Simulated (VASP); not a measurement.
# Pt (P6_3/mmc) in VASP: a series of runs

Runs on Pt. Level: PBEsol. Tasks: single point.

Everything below comes from runs of VASP 6.6.1. Logs are shortened: lines on timing, memory, paths and dates and some standing lists are left out, and cuts for length are marked.

## 1. The cell of the first run

It takes space group P6_3/mmc (No. 194, hexagonal). Conventional cell: a = 2.761 Å, b = 2.761 Å, c = 4.600 Å, α = 90.00°, β = 90.00°, γ = 120.00°. Pt (site symmetry -6m2) has 12 Pt at 2.76 to 2.80 Å within 3.6 Å.

## 2. Single point, PBEsol

INCAR reads:

```
  ALGO = Fast
  EDIFF = 1E-6
  ENCUT = 520
  GGA = PS
  ISIF = 2
  ISMEAR = -1
  LASPH = True
  LCHARG = False
  LREAL = False
  LWAVE = False
  NBANDS = 17
  NELM = 60
  PREC = Accurate
  SIGMA = 0.05
```

KPOINTS reads:

```
k-points
0
Gamma
  9 9 5
```

POSCAR reads:

```
Pt
1.0
    2.7606656158      0.0000000000      0.0000000000
   -1.3803328079      2.3908065546      0.0000000000
    0.0000000000      0.0000000000      4.6004486400
Pt
2
Direct
    0.3333333333      0.6666666667      0.2500000000
    0.6666666667      0.3333333333      0.7500000000
```

Potentials or basis: VASP PAW PBE potentials, release 64 (Pt).

The run is started by

```sh
cat potpaw_PBE.64/Pt/POTCAR > POTCAR
mpirun -np 1 vasp_std > vasp.out
```

OUTCAR:

```text
EDIFF = 1E-6
   ENCUT = 520
   GGA = PS
   ISIF = 2
   ISMEAR = -1
   LASPH = True
   LREAL = False
   NELM = 60
   PREC = Accurate

 ion  position               nearest neighbor table
   1  0.333  0.667  0.250-   2 2.80   2 2.80   2 2.80   2 2.80   2 2.80   2 2.80
   2  0.667  0.333  0.750-   1 2.80   1 2.80   1 2.80   1 2.80   1 2.80   1 2.80

  LATTYP: Found a hexagonal cell.
 ALAT       =     2.7606656158
 C/A-ratio  =     1.6664273332

  Lattice vectors:

 A1 = (   2.7606656158,   0.0000000000,   0.0000000000)
 A2 = (  -1.3803328079,   2.3908065546,   0.0000000000)
 A3 = (   0.0000000000,   0.0000000000,   4.6004486400)

Analysis of symmetry for initial positions (statically):
=====================================================================
 Subroutine PRICEL returns:
 Original cell was already a primitive cell.

 Routine SETGRP: Setting up the symmetry group for a
 hexagonal supercell.

 Subroutine GETGRP returns: Found 24 space group operations
 (whereof 12 operations were pure point group operations)
 out of a pool of 24 trial point group operations.

The static configuration has the point symmetry D_3d.
 The point group associated with its full space group is D_6h.

Analysis of symmetry for dynamics (positions and initial velocities):
=====================================================================
 Subroutine PRICEL returns:
 Original cell was already a primitive cell.

 Routine SETGRP: Setting up the symmetry group for a
 hexagonal supercell.

 Subroutine GETGRP returns: Found 24 space group operations
 (whereof 12 operations were pure point group operations)
 out of a pool of 24 trial point group operations.

The dynamic configuration has the point symmetry D_3d.
 The point group associated with its full space group is D_6h.

 Subroutine INISYM returns: Found 24 space group operations
 (whereof 12 operations are pure point group operations),
 and found     1 'primitive' translations

----------------------------------------------------------------------------------------

                                     Primitive cell

  volume of cell :      30.3640

  direct lattice vectors                    reciprocal lattice vectors
     2.760665616  0.000000000  0.000000000     0.362231483  0.209134444  0.000000000
    -1.380332808  2.390806555  0.000000000     0.000000000  0.418268888  0.000000000
     0.000000000  0.000000000  4.600448640     0.000000000  0.000000000  0.217370104

  length of vectors
     2.760665616  2.760665616  4.600448640     0.418268888  0.418268888  0.217370104

  position of ions in fractional coordinates (direct lattice)
     0.333333333  0.666666667  0.250000000
     0.666666667  0.333333333  0.750000000

  ion indices of the primitive-cell ions
   primitive index   ion index
                 1           1
                 2           2

----------------------------------------------------------------------------------------

 KPOINTS: k-points

Automatic generation of k-mesh.
 Grid dimensions read from file:
 generate k-points for:    9    9    5

 Generating k-lattice:

  Cartesian coordinates                     Fractional coordinates (reciprocal lattice)
     0.040247943  0.023237160  0.000000000     0.111111111 -0.000000000  0.000000000
     0.000000000  0.046474321  0.000000000     0.000000000  0.111111111  0.000000000
     0.000000000  0.000000000  0.043474021     0.000000000  0.000000000  0.200000000

  Length of vectors
     0.046474321  0.046474321  0.043474021

  Shift w.r.t. Gamma in fractional coordinates (k-lattice)
     0.000000000  0.000000000  0.000000000

 Subroutine IBZKPT returns following result:
 ===========================================

 Found     36 irreducible k-points:

 Following reciprocal coordinates:
            Coordinates               Weight
  0.000000  0.000000  0.000000      1.000000
  0.111111 -0.000000  0.000000      6.000000
  0.222222  0.000000  0.000000      6.000000
  0.333333  0.000000  0.000000      6.000000
  0.444444  0.000000  0.000000      6.000000
  0.111111  0.111111  0.000000      6.000000
[... 16 lines left out ...]
  0.333333  0.222222  0.200000     24.000000
  0.333333  0.333333  0.200000      4.000000
 [... further k-points ...]
   k-points           NKPTS =     36   k-points in BZ     NKDIM =     36   number of bands    NBANDS=     17
   number of dos      NEDOS =    301   number of ions     NIONS =      2
   total plane-waves  NPLWV =  20736
   dimension x,y,z NGX =    24 NGY =   24 NGZ =   36
   dimension x,y,z NGXF=    48 NGYF=   48 NGZF=   72
   ions per type =               2
   NGX,Y,Z   is equivalent  to a cutoff of  14.45, 14.45, 13.01 a.u.
   NGXF,Y,Z  is equivalent  to a cutoff of  28.91, 28.91, 26.02 a.u.
 SYSTEM =  unknown system
   PREC   = accura    normal or accurate (medium, high low for compatibility)
   ISTART =      0    job   : 0-new  1-cont  2-samecut
   ICHARG =      2    charge: 1-file 2-atom 10-const
   ISPIN  =      1    spin polarized calculation?
   LNONCOLLINEAR =      F non collinear calculations
   LSORBIT =      F    spin-orbit coupling
   LASPH  =      T    aspherical Exc in radial PAW
   ENCUT  =  520.0 eV  38.22 Ry    6.18 a.u.   5.13  5.13  8.55*2*pi/ulx,y,z
   NELM   =     60;   NELMIN=  2; NELMDL= -5     # of ELM steps
   EDIFF  = 0.1E-05   stopping-criterion for ELM
   LREAL  =      F    real-space projection
   EDIFFG = 0.1E-04   stopping-criterion for IOM
   NSW    =      0    number of steps for IOM
   IBRION =     -1    ionic relax: 0-MD 1-quasi-New 2-CG
   NFREE  =      0    steps in history (QN), initial steepest desc. (CG)
   ISIF   =      2    stress and relaxation
   ISYM   =      2    0-nonsym 1-usesym 2-fastsym
   POTIM  = 0.5000    time-step for ionic-motion
   TEBEG  =    0.0;   TEEND  =   0.0 temperature during run
   PSTRESS=    0.0 pullay stress
   NELECT =      20.0000    total number of electrons
   NUPDOWN=      -1.0000    fix difference up-down
   EMIN   =  10.00;   EMAX   =-10.00  energy-range for DOS
   EFERMI =   0.00;   METHOD = LEGACY
   ISMEAR =    -1;   SIGMA  =   0.05  broadening in eV -4-tet -1-fermi 0-gaus
   EFERMI_NEDOS =   21; number of points for ismear=-14 and -15
   IALGO  =     68    algorithm
   IMIX   =      4    mixing-type and parameters
     AMIX     =   0.40;   BMIX     =  1.00
[... 23 lines left out ...]
  ext. energy  EPLUGINS =         0.00000000
  ---------------------------------------------------
  free energy    TOTEN  =       -13.83530147 eV

  energy without entropy =      -13.80502970  energy(sigma->0) =      -13.82016559

 E-fermi :  10.9620     XC(G=0): -13.5875

 val. band max:       10.9531999110   @ k =   0.2222   0.0000   0.0000
 cond. band min:      10.9804261756   @ k =   0.4444   0.1111   0.0000
 fundamental gap:      0.0272262646
 Fermi energy:        10.9620460325

 k-point     1 :       0.0000    0.0000    0.0000
  band No.  band energies     occupation
      1       0.7462      2.00000
      2       3.5972      2.00000
      3       7.0367      2.00000
      4       7.3204      2.00000
      5       7.3204      2.00000
      6       7.7841      2.00000
[... 9 lines left out ...]
     16      28.3225      0.00000
     17      31.7901      0.00000

 k-point     2 :       0.1111   -0.0000    0.0000
  band No.  band energies     occupation
      1       1.1869      2.00000
      2       3.9790      2.00000
      3       6.7548      2.00000
      4       7.4841      2.00000
      5       7.6592      2.00000
      6       7.6631      2.00000
[... 9 lines left out ...]
     16      28.5888      0.00000
     17      30.0683      0.00000

 k-point     3 :       0.2222    0.0000    0.0000
  band No.  band energies     occupation
      1       2.3609      2.00000
      2       4.7053      2.00000
      3       6.4499      2.00000
      4       6.6459      2.00000
      5       7.1258      2.00000
      6       8.0456      2.00000
[... 9 lines left out ...]
     16      27.5749      0.00000
     17      29.1993      0.00000

 k-point     4 :       0.3333    0.0000    0.0000
  band No.  band energies     occupation
      1       3.6536      2.00000
      2       4.6187      2.00000
      3       5.5312      2.00000
      4       6.8646      2.00000
      5       7.4304      2.00000
      6       7.6116      2.00000
[... 9 lines left out ...]
     16      25.8199      0.00000
     17      26.5329      0.00000

 k-point     5 :       0.4444    0.0000    0.0000
  band No.  band energies     occupation
      1       4.1768      2.00000
      2       4.3107      2.00000
      3       4.9541      2.00000
      4       7.3614      2.00000
      5       7.5516      2.00000
      6       7.6395      2.00000
[... 9 lines left out ...]
     16      22.7999      0.00000
     17      24.6980      0.00000

 k-point     6 :       0.1111    0.1111    0.0000
  band No.  band energies     occupation
      1       2.0084      2.00000
      2       4.6165      2.00000
      3       6.3375      2.00000
      4       7.1050      2.00000
      5       7.2932      2.00000
      6       7.8824      2.00000
[... 9 lines left out ...]
     16      28.6531      0.00000
     17      28.6954      0.00000

 k-point     7 :       0.2222    0.1111    0.0000
  band No.  band energies     occupation
      1       3.3582      2.00000
      2       5.0911      2.00000
      3       5.9618      2.00000
      4       6.2145      2.00000
      5       7.1644      2.00000
      6       7.3969      2.00000
[... 9 lines left out ...]
     16      26.8206      0.00000
     17      29.1276      0.00000

 k-point     8 :       0.3333    0.1111    0.0000
  band No.  band energies     occupation
      1       4.3605      2.00000
      2       4.7346      2.00000
      3       5.1964      2.00000
      4       6.9281      2.00000
      5       7.1877      2.00000
      6       7.7303      2.00000
[... 9 lines left out ...]
     16      24.9272      0.00000
     17      25.5067      0.00000
[... 203 lines left out ...]
      1       3.5519      2.00000
      2       5.2265      2.00000
      3       5.6784      2.00000
      4       6.3420      2.00000
      5       6.9022      2.00000
      6       7.6307      2.00000
[... 9 lines left out ...]
     16      26.5524      0.00000
     17      27.8489      0.00000

 k-point    20 :       0.3333    0.1111    0.2000
  band No.  band energies     occupation
      1       4.1724      2.00000
      2       4.8432      2.00000
      3       5.5439      2.00000
      4       6.1858      2.00000
      5       7.3086      2.00000
      6       8.0012      2.00000
[... 9 lines left out ...]
     16      24.4450      0.00000
     17      26.2007      0.00000

 k-point    21 :       0.4444    0.1111    0.2000
  band No.  band energies     occupation
      1       4.1680      2.00000
      2       4.6410      2.00000
      3       5.6398      2.00000
      4       6.1137      2.00000
      5       7.1358      2.00000
      6       8.3422      2.00000
[... 9 lines left out ...]
     16      24.2690      0.00000
     17      25.2557      0.00000

 k-point    22 :       0.2222    0.2222    0.2000
  band No.  band energies     occupation
      1       4.6506      2.00000
      2       5.1883      2.00000
      3       5.7813      2.00000
      4       6.0352      2.00000
      5       7.1646      2.00000
      6       7.4351      2.00000
[... 9 lines left out ...]
     16      25.3416      0.00000
     17      25.7722      0.00000

 k-point    23 :       0.3333    0.2222    0.2000
  band No.  band energies     occupation
      1       4.8063      2.00000
      2       5.4579      2.00000
      3       5.6733      2.00000
      4       6.1529      2.00000
      5       6.9328      2.00000
      6       7.6385      2.00000
[... 9 lines left out ...]
     16      24.1638      0.00000
     17      25.1928      0.00000

 k-point    24 :       0.3333    0.3333    0.2000
  band No.  band energies     occupation
      1       5.2789      2.00000
      2       5.6288      2.00000
      3       5.6288      2.00000
      4       6.3805      2.00000
      5       7.0638      2.00000
      6       7.0638      2.00000
[... 9 lines left out ...]
     16      22.0769      0.00000
     17      26.5492      0.00000

 [... further k-points ...]
[... 5 lines left out ...]
  --------------------------------------------------------------------------------------
  -------------------------------------------------------------------------------------
  Total       -0.8391499     -0.8391499      0.5676700      0.0000000      0.0000000      0.0000000
  in kB      -44.2783758    -44.2783758     29.9535336      0.0000000      0.0000000      0.0000000
  external PRESSURE =     -19.5344060 kB  Pullay stress =       0.0000000 kB

 VOLUME and BASIS-vectors are now :
 -----------------------------------------------------------------------------
  energy-cutoff  :      520.00
  volume of cell :       30.36
      direct lattice vectors                 reciprocal lattice vectors
     2.760665616  0.000000000  0.000000000     0.362231483  0.209134444  0.000000000
    -1.380332808  2.390806555  0.000000000     0.000000000  0.418268888  0.000000000
     0.000000000  0.000000000  4.600448640     0.000000000  0.000000000  0.217370104

 POSITION                                       TOTAL-FORCE (eV/Angst)
 -----------------------------------------------------------------------------------
     -0.00000      1.59387      1.15011         0.000000     -0.000000      0.000000
      1.38033      0.79694      3.45034        -0.000000      0.000000      0.000000
 -----------------------------------------------------------------------------------
    total drift:                               -0.000000      0.000000     -0.000000

  FREE ENERGIE OF THE ION-ELECTRON SYSTEM (eV)
  ---------------------------------------------------
  free  energy   TOTEN  =       -13.8353014685 eV

  energy  without entropy=      -13.8050297029  energy(sigma->0) =      -13.82016559
```

Run time: 16 s. Hardware: 1 thread of Intel Xeon Platinum 8259CL at 2.50GHz (Skylake/Cascade Lake), shared host; peak memory 0.15 GiB.

What came out:

* Free energy: -13.8353 eV
* Pressure: -2.0 GPa
* Band gap on the k mesh: zero (band 10 reaches 11.25 eV, above the bottom of band 11 at 10.27 eV)

Caveat: the PAW data sets were made with another functional, which shifts forces and pressure a little; spin-orbit coupling is left out, which moves the levels of the heavy elements.

## 3. Single point, PBEsol

This run uses another cell than the first one, of 15.50 Å³/atom, 1.021 times its volume.

INCAR reads:

```
SYSTEM = Pt
ALGO = Normal
EDIFF = 1E-7
ENCUT = 520
GGA = PS
ISIF = 2
ISMEAR = -1
LASPH = .TRUE.
LCHARG = .TRUE.
LELF = .TRUE.
LREAL = .FALSE.
LVHAR = .TRUE.
LWAVE = .FALSE.
NBANDS = 17
NELM = 100
PREC = Accurate
SIGMA = 0.05
```

KPOINTS reads:

```
k-points
0
G
  9 9 5
  0 0 0
```

POSCAR: that of step 2 with these lines changed.

```diff
@@ -4,3 +4,3 @@
    -1.3803328079      2.3908065546      0.0000000000
-    0.0000000000      0.0000000000      4.6004486400
+    0.0000000000      0.0000000000      4.6962913200
 Pt
```

Potentials or basis: VASP PAW PBE potentials, release 64 (Pt).

The run is started by

```sh
cat potpaw_PBE.64/Pt/POTCAR > POTCAR
mpirun -np 1 vasp_std > vasp.out
```

It took 15 s on 1 thread of Intel Xeon Platinum 8259CL at 2.50GHz (Skylake/Cascade Lake), shared host; peak memory 0.16 GiB.

The run converged. Its results:

| Property | Result |
| --- | --- |
| Free energy | -13.8327 eV |
| Pressure | -7.2 GPa |
| Band gap on the k mesh | zero (band 10 reaches 10.87 eV, above the bottom of band 11 at 9.88 eV) |

Stress tensor (GPa, compression positive):
```
-8.61  0.00  0.00
 0.00 -8.61  0.00
 0.00  0.00 -4.47
```

Levels at points of the mesh, in eV from the Fermi level:
| k point | band 7 | band 8 | band 9 | band 10 | band 11 | band 12 | band 13 | band 14 |
| --- | --- | --- | --- | --- | --- | --- | --- | --- |
| (0.00, 0.00, 0.00) | -3.12 | -2.01 | -2.01 | -0.75 | -0.25 | -0.25 | 5.00 | 14.94 |

Caveat: the PAW data sets were made with another functional, which shifts forces and pressure a little; spin-orbit coupling is left out, which moves the levels of the heavy elements.

## 4. Single point, PBEsol

This run uses another cell than the first one, of 15.66 Å³/atom, 1.031 times its volume.

INCAR reads:

```
SYSTEM = Pt
PREC = Accurate
ENCUT = 520
EDIFF = 1E-7
ISMEAR = -1
SIGMA = 0.05
LREAL = .False.
LASPH = .True.
NELM = 60
ALGO = Fast
ISIF = 2
LWAVE = .False.
LCHARG = .False.
GGA = PS
NBANDS = 17
```

KPOINTS reads:

```
Automatic mesh
0
Gamma
  9 9 5
  0 0 0
```

POSCAR: that of step 3 with these lines changed.

```diff
@@ -4,3 +4,3 @@
    -1.3803328079      2.3908065546      0.0000000000
-    0.0000000000      0.0000000000      4.6962913200
+    0.0000000000      0.0000000000      4.7442126600
 Pt
```

The run is started by

```sh
cat potpaw_PBE.64/Pt/POTCAR > POTCAR
mpirun -np 1 vasp_std > vasp.out
```

Run time: 16 s. Hardware: 1 thread of Intel Xeon Platinum 8259CL at 2.50GHz (Skylake/Cascade Lake), shared host; peak memory 0.16 GiB.

The run converged. Its results:

```
Free energy            : -13.8207 eV
Pressure               : -9.5 GPa
Band gap on the k mesh : zero (band 10 reaches 10.70 eV, above the bottom of band 11 at 9.69 eV)
```

Stress tensor (GPa, compression positive):
```
-10.26   0.00   0.00
  0.00 -10.26   0.00
  0.00   0.00  -7.96
```

Levels at points of the mesh, in eV from the Fermi level:
```
           k point  band 6  band 7  band 8  band 9  band 10  band 11  band 12  band 13  band 14  band 15
(0.00, 0.00, 0.00)   -3.10   -3.10   -1.91   -1.91    -0.78    -0.24    -0.24     4.80    15.01    15.81
```

Caveat: the PAW data sets were made with another functional, which shifts forces and pressure a little; spin-orbit coupling is left out, which moves the levels of the heavy elements.

## 5. Single point, PBEsol

This run uses another cell than the first one, of 15.81 Å³/atom, 1.042 times its volume.

INCAR reads:

```
PREC = Accurate ; ENCUT = 520
EDIFF = 1E-6 ; ISMEAR = -1
SIGMA = 0.05 ; LREAL = False
LASPH = True ; NELM = 100
ALGO = Normal ; ISIF = 2
LWAVE = False ; LCHARG = False
GGA = PS ; NBANDS = 17
```

KPOINTS reads:

```
Automatic mesh
0
Gamma
  9 9 5
```

POSCAR: that of step 4 with these lines changed.

```diff
@@ -4,3 +4,3 @@
    -1.3803328079      2.3908065546      0.0000000000
-    0.0000000000      0.0000000000      4.7442126600
+    0.0000000000      0.0000000000      4.7921340000
 Pt
```

The run is started by

```sh
cat potpaw_PBE.64/Pt/POTCAR > POTCAR
mpirun -np 1 vasp_std > vasp.out
```

It took 13 s on 1 thread of Intel Xeon Platinum 8259CL at 2.50GHz (Skylake/Cascade Lake), shared host; peak memory 0.16 GiB.

Results (log left out):

* Free energy: -13.8020 eV
* Pressure: -11.5 GPa
* Band gap on the k mesh: zero (band 10 reaches 10.54 eV, above the bottom of band 11 at 9.51 eV)

Stress tensor (GPa, compression positive):
```
-11.70   0.00   0.00
  0.00 -11.70   0.00
  0.00   0.00 -11.23
```

Levels at points of the mesh, in eV from the Fermi level:
```tsv
k point	band 8	band 9	band 10	band 11	band 12	band 13
(0.00, 0.00, 0.00)	-1.81	-1.81	-0.80	-0.23	-0.23	4.61
```

Caveat: the PAW data sets were made with another functional, which shifts forces and pressure a little; spin-orbit coupling is left out, which moves the levels of the heavy elements.

## 6. The runs side by side

| cell | gap on the mesh (eV) | pressure (GPa) |
| --- | --- | --- |
| a = 2.761, b = 2.761, c = 4.600 Å, angles 90.0, 90.0, 120.0°, 2 atoms | none | -2.0 |
| a = 2.761, b = 2.761, c = 4.696 Å, angles 90.0, 90.0, 120.0°, 2 atoms | none | -7.2 |
| a = 2.761, b = 2.761, c = 4.744 Å, angles 90.0, 90.0, 120.0°, 2 atoms | none | -9.5 |
| a = 2.761, b = 2.761, c = 4.792 Å, angles 90.0, 90.0, 120.0°, 2 atoms | none | -11.5 |

Alike in all rows: task single point; level PBEsol; potentials or basis VASP PAW PBE potentials, release 64 (Pt); no spin polarisation; k mesh 9 × 9 × 5; cutoff (eV) 520; smearing fermi-dirac 0.05 eV.

Caveats: the PAW data sets were made with another functional, which shifts forces and pressure a little; spin-orbit coupling is left out, which moves the levels of the heavy elements.

Total energies depend on the potentials used, so only differences within one code and one set of settings carry meaning.
